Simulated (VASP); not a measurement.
Write the native input for VASP 6.6.1 that does the following.

* Task: single point
* Functional: PBE
* Potentials or basis: VASP PAW PBE potentials, release 64 (Ti_sv, Al, H)
* Cutoff: 400 eV
* k mesh: 4 × 4 × 4, shifted
* Occupations: gaussian, width 0.1 eV
* Spin: no spin polarisation
* Dipole correction: no
* Further INCAR settings: ALGO = Normal; EDIFF = 1e-06; NBANDS = 69

The structure of Ti5Al15H (a cell with a defect) lies in POSCAR:

```
Ti5Al15H
1.0
   -5.7680202880     -1.9226734293      4.3114047964
   -1.9226734293      5.7680202880     -4.3114047964
    1.9226734293     -5.7680202880     -4.3114047964
Ti Al H
5 15 1
Direct
    0.8014477011      0.2005432249      0.6014680977
    0.3944289178      0.6041124451      0.8008801302
    0.5985523503      0.3994567972      0.1985319318
    0.1999999553      0.7999999566      0.4000000459
    1.0055711337      0.9958876242      0.9991199464
    0.4034743957      0.1043935316      0.3052245693
   -0.0034744850      0.4956064697      0.4947753873
    0.2000000073      0.3000000163      0.9000000383
    0.7970842976      0.7045539969      0.1035821509
    0.6029157018      0.8954459891      0.6964179097
    0.6973060945      0.0455783080      0.1522696976
    0.2993009584      0.4488263721      0.3492405573
    0.5105043764      0.2670668695      0.7476381334
    0.0766739675      0.6190712695      0.9610648655
    0.9015973142      0.8507199539      0.5483189371
    0.4984026332      0.7492800841      0.2516810195
    0.1006989523      0.1511736292      0.4507593993
    0.3233261512      0.9809287151      0.8389351784
    0.8894956231      0.3329332045      0.0523617919
    0.7026939570      0.5544217141      0.6477303318
    0.2000000594      0.7999999923      0.9000000220
```

The input as run:

INCAR

```
SYSTEM = Ti5Al15H
PREC = Accurate ; ENCUT = 400
EDIFF = 1E-6 ; ISMEAR = 0
SIGMA = 0.1 ; LREAL = .FALSE.
LASPH = .TRUE. ; NELM = 120
ALGO = Normal ; ISIF = 2
LWAVE = .FALSE. ; LCHARG = .FALSE.
GGA = PE ; NBANDS = 69
GGA_COMPAT = .FALSE.
```

KPOINTS

```
Automatic mesh
0
Gamma
  4 4 4
  0.5 0.5 0.5
```

Potentials or basis: VASP PAW PBE potentials, release 64 (Ti_sv, Al, H).

The run is started by

```console
$ cat potpaw_PBE.64/Ti_sv/POTCAR potpaw_PBE.64/Al/POTCAR potpaw_PBE.64/H/POTCAR > POTCAR
$ mpirun -np 1 vasp_std > vasp.out
```

It gave:

- Pressure: 1.4 GPa
- Largest force: 0.013 eV/Å
- Band gap on the k mesh: zero (bands 53 and 54 overlap by 0.35 eV)

Run time: 25 min on 1 thread of Intel Xeon 8259CL (shared host), peak memory 0.57 GiB.
